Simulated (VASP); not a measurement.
The system is Hg.

```
CELL_PARAMETERS angstrom
1.72900 0.99824 2.22800
-1.72900 0.99824 2.22800
0.00000 -1.99648 2.22800
ATOMIC_POSITIONS crystal
Hg 0.00000 0.00000 0.00000
```

```yaml
Program: VASP 6.6.1
Task: relaxation of cell and atoms
Functional: LDA
Potentials_or_basis: VASP PAW LDA potentials, release 64 (Hg)
Cutoff: 600 eV
k_mesh: 11 × 11 × 11
Occupations: fermi-dirac, width 0.1 eV
Spin: no spin polarisation
```

At the start: pressure -0.9 GPa; volume 23.07 Å³/atom.

Task: Where does the relaxation end?

Result: Over 8 steps the energy falls by 2.3 meV/atom and the volume is 22.96 Å³/atom (-0.5 %); space group R-3m (No. 166, to 0.05 Å).

The path:
```
step  energy change (eV)  largest force (eV/Å)  pressure (GPa)  volume (Å³)
   1              0.0000                0.0000           -0.87        23.07
   2             -0.0014                0.0000            0.26        22.66
   3             -0.0014                0.0000            0.11        22.69
   4             -0.0014                0.0000            0.12        22.69
   5             -0.0016                0.0000            0.09        22.72
   6             -0.0020                0.0000            0.06        22.82
   7             -0.0023                0.0000           -0.07        23.02
   8             -0.0023                0.0000            0.00        22.96
```

Final structure:
```yaml
crystal:
  lattice:
    - [1.74787, 1.00913, 2.16997]
    - [-1.74787, 1.00913, 2.16997]
    - [0.00000, -2.01827, 2.16997]
  atoms:
    - { symbol: Hg, position: [0.00000, 0.00000, 0.00000] }
```
